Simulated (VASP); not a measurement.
# Al2B2As (P4/mmm) in VASP: a series of runs

The runs below take Al2B2As through single point, relaxation of cell and atoms, with PBE.

Program: VASP 6.6.1. These are calculated values, not measurements. Logs are shortened: lines on timing, memory, paths and dates and some standing lists are left out, and cuts for length are marked.

## 1. The cell of the first run

It takes space group P4/mmm (No. 123, tetragonal). Conventional cell: a = 3.549 Å, b = 3.549 Å, c = 5.767 Å, α = 90.00°, β = 90.00°, γ = 90.00°. Within 3.5 Å of Al (site symmetry 4/mmm) lie 8 B at 2.62 Å and 2 As at 2.88 Å. Al (site symmetry 4/mmm) has 2 B at 2.12 Å and 4 As at 2.51 Å within 2.8 Å. B (site symmetry 4mm) has 1 B at 1.53 Å within 2.0 Å. Within 3.3 Å of As (site symmetry 4/mmm) lie 6 Al at 2.51 to 2.88 Å and 8 B at 3.28 Å.

## 2. Single point, PBE

Contents of INCAR:

```
SYSTEM = Al2B2As
ALGO = Normal
EDIFF = 1E-6
ENCUT = 520
GGA = PE
ISIF = 2
ISMEAR = 0
LASPH = .TRUE.
LCHARG = .TRUE.
LELF = .TRUE.
LREAL = .FALSE.
LVHAR = .TRUE.
LWAVE = .FALSE.
NBANDS = 16
NELM = 80
PREC = Accurate
SIGMA = 0.1
```

Contents of KPOINTS:

```
k-points
0
G
  10 10 8
  0 0 0
```

Contents of POSCAR:

```
Al2B2As
1.0
    3.5487614721      0.0000000000      0.0000000000
    0.0000000000      3.5487614721      0.0000000000
    0.0000000000      0.0000000000      5.7672496012
Al B As
2 2 1
Direct
    0.0000000000      0.0000000000      0.0000000000
    0.5000000000      0.5000000000      0.5000000000
    0.5000000000      0.5000000000      0.8670291437
    0.5000000000      0.5000000000      0.1329708563
    0.0000000000      0.0000000000      0.5000000000
```

Potentials or basis: VASP PAW PBE potentials, release 64 (Al, B, As).

Run with:

```sh
cat potpaw_PBE.64/Al/POTCAR potpaw_PBE.64/B/POTCAR potpaw_PBE.64/As/POTCAR > POTCAR
mpirun -np 1 vasp_std > vasp.out
```

OUTCAR:

```text
SYSTEM = Al2B2As
   EDIFF = 1E-6
   ENCUT = 520
   GGA = PE
   ISIF = 2
   ISMEAR = 0
   LASPH = .TRUE.
   LREAL = .FALSE.
   NELM = 80
   PREC = Accurate

 ion  position               nearest neighbor table
   1  0.000  0.000  0.000-   3 2.62   4 2.62   3 2.62   4 2.62   3 2.62   4 2.62   3 2.62   4 2.62
                             5 2.88   5 2.88
   2  0.500  0.500  0.500-   3 2.12   4 2.12   5 2.51   5 2.51   5 2.51   5 2.51
   3  0.500  0.500  0.867-   4 1.53   2 2.12   1 2.62   1 2.62   1 2.62   1 2.62
   4  0.500  0.500  0.133-   3 1.53   2 2.12   1 2.62   1 2.62   1 2.62   1 2.62
   5  0.000  0.000  0.500-   2 2.51   2 2.51   2 2.51   2 2.51   1 2.88   1 2.88

  LATTYP: Found a simple tetragonal cell.
 ALAT       =     3.5487614721
 C/A-ratio  =     1.6251443346

  Lattice vectors:

 A1 = (   3.5487614721,   0.0000000000,   0.0000000000)
 A2 = (   0.0000000000,   3.5487614721,   0.0000000000)
 A3 = (   0.0000000000,   0.0000000000,   5.7672496012)

Analysis of symmetry for initial positions (statically):
=====================================================================
 Subroutine PRICEL returns:
 Original cell was already a primitive cell.

 Routine SETGRP: Setting up the symmetry group for a
 simple tetragonal supercell.

 Subroutine GETGRP returns: Found 16 space group operations
 (whereof 16 operations were pure point group operations)
 out of a pool of 16 trial point group operations.

The static configuration has the point symmetry D_4h.

Analysis of symmetry for dynamics (positions and initial velocities):
=====================================================================
 Subroutine PRICEL returns:
 Original cell was already a primitive cell.

 Routine SETGRP: Setting up the symmetry group for a
 simple tetragonal supercell.

 Subroutine GETGRP returns: Found 16 space group operations
 (whereof 16 operations were pure point group operations)
 out of a pool of 16 trial point group operations.

The dynamic configuration has the point symmetry D_4h.

 Subroutine INISYM returns: Found 16 space group operations
 (whereof 16 operations are pure point group operations),
 and found     1 'primitive' translations

----------------------------------------------------------------------------------------

                                     Primitive cell

  volume of cell :      72.6311

  direct lattice vectors                    reciprocal lattice vectors
     3.548761472  0.000000000  0.000000000     0.281788452  0.000000000  0.000000000
     0.000000000  3.548761472  0.000000000     0.000000000  0.281788452  0.000000000
     0.000000000  0.000000000  5.767249601     0.000000000  0.000000000  0.173392877

  length of vectors
     3.548761472  3.548761472  5.767249601     0.281788452  0.281788452  0.173392877

  position of ions in fractional coordinates (direct lattice)
     0.000000000  0.000000000  0.000000000
     0.500000000  0.500000000  0.500000000
     0.500000000  0.500000000  0.867029144
     0.500000000  0.500000000  0.132970856
     0.000000000  0.000000000  0.500000000

  ion indices of the primitive-cell ions
   primitive index   ion index
                 1           1
                 2           2
                 3           3
                 4           4
                 5           5

----------------------------------------------------------------------------------------

 KPOINTS: k-points

Automatic generation of k-mesh.
 Grid dimensions read from file:
 generate k-points for:   10   10    8

 Generating k-lattice:

  Cartesian coordinates                     Fractional coordinates (reciprocal lattice)
     0.028178845  0.000000000  0.000000000     0.100000000  0.000000000  0.000000000
     0.000000000  0.028178845  0.000000000     0.000000000  0.100000000  0.000000000
     0.000000000  0.000000000  0.021674110     0.000000000  0.000000000  0.125000000

  Length of vectors
     0.028178845  0.028178845  0.021674110

  Shift w.r.t. Gamma in fractional coordinates (k-lattice)
     0.000000000  0.000000000  0.000000000

 Subroutine IBZKPT returns following result:
 ===========================================

 Found    105 irreducible k-points:

 Following reciprocal coordinates:
            Coordinates               Weight
  0.000000  0.000000  0.000000      1.000000
  0.100000  0.000000  0.000000      4.000000
  0.200000  0.000000  0.000000      4.000000
  0.300000  0.000000  0.000000      4.000000
  0.400000  0.000000  0.000000      4.000000
  0.500000  0.000000  0.000000      2.000000
[... 16 lines left out ...]
  0.100000  0.000000  0.125000      8.000000
  0.200000  0.000000  0.125000      8.000000
 [... further k-points ...]
   k-points           NKPTS =    105   k-points in BZ     NKDIM =    105   number of bands    NBANDS=     16
   number of dos      NEDOS =    301   number of ions     NIONS =      5
   total plane-waves  NPLWV =  37632
   dimension x,y,z NGX =    28 NGY =   28 NGZ =   48
   dimension x,y,z NGXF=    56 NGYF=   56 NGZF=   96
   ions per type =               2   2   1
   NGX,Y,Z   is equivalent  to a cutoff of  13.12, 13.12, 13.84 a.u.
   NGXF,Y,Z  is equivalent  to a cutoff of  26.23, 26.23, 27.67 a.u.
 SYSTEM =  Al2B2As
   PREC   = accura    normal or accurate (medium, high low for compatibility)
   ISTART =      0    job   : 0-new  1-cont  2-samecut
   ICHARG =      2    charge: 1-file 2-atom 10-const
   ISPIN  =      1    spin polarized calculation?
   LNONCOLLINEAR =      F non collinear calculations
   LSORBIT =      F    spin-orbit coupling
   LASPH  =      T    aspherical Exc in radial PAW
   ENCUT  =  520.0 eV  38.22 Ry    6.18 a.u.   6.60  6.60 10.72*2*pi/ulx,y,z
   NELM   =     80;   NELMIN=  2; NELMDL= -5     # of ELM steps
   EDIFF  = 0.1E-05   stopping-criterion for ELM
   LREAL  =      F    real-space projection
   EDIFFG = 0.1E-04   stopping-criterion for IOM
   NSW    =      0    number of steps for IOM
   IBRION =     -1    ionic relax: 0-MD 1-quasi-New 2-CG
   NFREE  =      0    steps in history (QN), initial steepest desc. (CG)
   ISIF   =      2    stress and relaxation
   ISYM   =      2    0-nonsym 1-usesym 2-fastsym
   POTIM  = 0.5000    time-step for ionic-motion
   TEBEG  =    0.0;   TEEND  =   0.0 temperature during run
   PSTRESS=    0.0 pullay stress
   NELECT =      17.0000    total number of electrons
   NUPDOWN=      -1.0000    fix difference up-down
   EMIN   =  10.00;   EMAX   =-10.00  energy-range for DOS
   EFERMI =   0.00;   METHOD = LEGACY
   ISMEAR =     0;   SIGMA  =   0.10  broadening in eV -4-tet -1-fermi 0-gaus
   EFERMI_NEDOS =   21; number of points for ismear=-14 and -15
   IALGO  =     38    algorithm
   IMIX   =      4    mixing-type and parameters
     AMIX     =   0.40;   BMIX     =  1.00
     AMIX_MAG =   1.60;   BMIX_MAG =  1.00
  volume/ion in A,a.u.               =      14.53        98.03
  Fermi-wavevector in a.u.,A,eV,Ry     =   1.008905  1.906554 13.849229  1.017890
  Thomas-Fermi vector in A             =   2.141801
   LORBIT       =      0    0 simple, 1 ext, 2 COOP (PROOUT), +10 PAW based schemes
   GGA     = PE    functional components
   LHFCALC =     F    Hartree Fock is set to
   AEXX    =    0.0000 exact exchange contribution
   IVDW    =     0    specifies the selected vdW correction
   LEPSILON=     F    determine dielectric tensor
   LRPA    =     F    only Hartree local field effects (RPA)
 non-spin polarized calculation
 Gauss-broadening in eV      SIGMA  =   0.10
  energy-cutoff  :      520.00
  volume of cell :       72.63
 maximum number of plane-waves:      1977
 NGX is ok and might be reduce to    28
   NGX = 13   NGY = 13   NGZ = 21

 number of electron      17.0000001 magnetization

 Free energy of the ion-electron system (eV)
  ---------------------------------------------------
  ext. energy  EPLUGINS =         0.00000000
  ---------------------------------------------------
  free energy    TOTEN  =       -22.96763855 eV

  energy without entropy =      -22.95790518  energy(sigma->0) =      -22.96277187

 E-fermi :   5.7952     XC(G=0): -10.2855

 val. band max:        5.7915228732   @ k =   0.3000   0.2000   0.1250
 cond. band min:       5.8018125563   @ k =   0.0000   0.0000   0.5000
 fundamental gap:      0.0102896831
 Fermi energy:         5.7952389135

 k-point     1 :       0.0000    0.0000    0.0000
  band No.  band energies     occupation
      1      -7.1244      2.00000
      2      -3.8599      2.00000
      3      -0.8674      2.00000
      4       3.5861      2.00000
      5       3.5861      2.00000
      6       3.6689      2.00000
[... 8 lines left out ...]
     15      11.6967      0.00000
     16      12.1514      0.00000

 k-point     2 :       0.1000    0.0000    0.0000
  band No.  band energies     occupation
      1      -7.0250      2.00000
      2      -3.7902      2.00000
      3      -0.7653      2.00000
      4       2.3314      2.00000
      5       3.6799      2.00000
      6       3.8927      2.00000
[... 8 lines left out ...]
     15      11.8042      0.00000
     16      12.6315      0.00000

 k-point     3 :       0.2000    0.0000    0.0000
  band No.  band energies     occupation
      1      -6.7334      2.00000
      2      -3.6069      2.00000
      3      -0.4609      2.00000
      4       0.8966      2.00000
      5       2.9861      2.00000
      6       3.9565      2.00000
[... 8 lines left out ...]
     15      11.8478      0.00000
     16      12.2366      0.00000
[... 362 lines left out ...]
 k-point    23 :       0.1000    0.0000    0.1250
  band No.  band energies     occupation
      1      -6.9911      2.00000
      2      -3.9565      2.00000
      3      -0.5133      2.00000
      4       2.3811      2.00000
      5       3.7103      2.00000
      6       3.7359      2.00000
[... 8 lines left out ...]
     15      12.2783      0.00000
     16      12.9312      0.00000

 k-point    24 :       0.2000    0.0000    0.1250
  band No.  band energies     occupation
      1      -6.7005      2.00000
      2      -3.7511      2.00000
      3      -0.3041      2.00000
      4       1.0299      2.00000
      5       2.7608      2.00000
      6       4.0109      2.00000
[... 8 lines left out ...]
     15      12.3557      0.00000
     16      12.4260      0.00000

 [... further k-points ...]

------------------------ aborting loop because EDIFF is reached ----------------------------------------

  FORCE on cell =-STRESS in cart. coord.  units (eV):
  Direction    XX          YY          ZZ          XY          YZ          ZX
  --------------------------------------------------------------------------------------
  -------------------------------------------------------------------------------------
  Total        0.0549643      0.0549643      0.0168946      0.0000000     -0.0000000      0.0000000
  in kB        1.2124652      1.2124652      0.3726798      0.0000000     -0.0000000      0.0000000
  external PRESSURE =       0.9325367 kB  Pullay stress =       0.0000000 kB

 VOLUME and BASIS-vectors are now :
 -----------------------------------------------------------------------------
  energy-cutoff  :      520.00
  volume of cell :       72.63
      direct lattice vectors                 reciprocal lattice vectors
     3.548761472  0.000000000  0.000000000     0.281788452  0.000000000  0.000000000
     0.000000000  3.548761472  0.000000000     0.000000000  0.281788452  0.000000000
     0.000000000  0.000000000  5.767249601     0.000000000  0.000000000  0.173392877

 POSITION                                       TOTAL-FORCE (eV/Angst)
 -----------------------------------------------------------------------------------
      0.00000      0.00000      0.00000         0.000000      0.000000      0.000000
      1.77438      1.77438      2.88362         0.000000      0.000000      0.000000
      1.77438      1.77438      5.00037         0.000000      0.000000     -0.024253
      1.77438      1.77438      0.76688         0.000000     -0.000000      0.024253
      0.00000      0.00000      2.88362         0.000000      0.000000      0.000000
 -----------------------------------------------------------------------------------
    total drift:                                0.000000      0.000000     -0.000000

  FREE ENERGIE OF THE ION-ELECTRON SYSTEM (eV)
  ---------------------------------------------------
  free  energy   TOTEN  =       -22.9676385508 eV

  energy  without entropy=      -22.9579051845  energy(sigma->0) =      -22.96277187
```

Wall time 2.1 min (1 thread of Intel Xeon 6975P-C, shared host); peak memory 0.27 GiB.

Results:

| Item | Value |
| --- | --- |
| Free energy | -22.9676 eV |
| Pressure | 0.1 GPa |
| Largest force | 0.024 eV/Å |

Forces on the atoms (eV/Å):
```
Al   0.000  0.000  0.000
Al   0.000  0.000  0.000
B    0.000  0.000 -0.024
B    0.000  0.000  0.024
As   0.000  0.000  0.000
```

Stress tensor (GPa, compression positive):
```
0.12 0.00 0.00
0.00 0.12 0.00
0.00 0.00 0.04
```

(Part 1 of 2 ends here.)
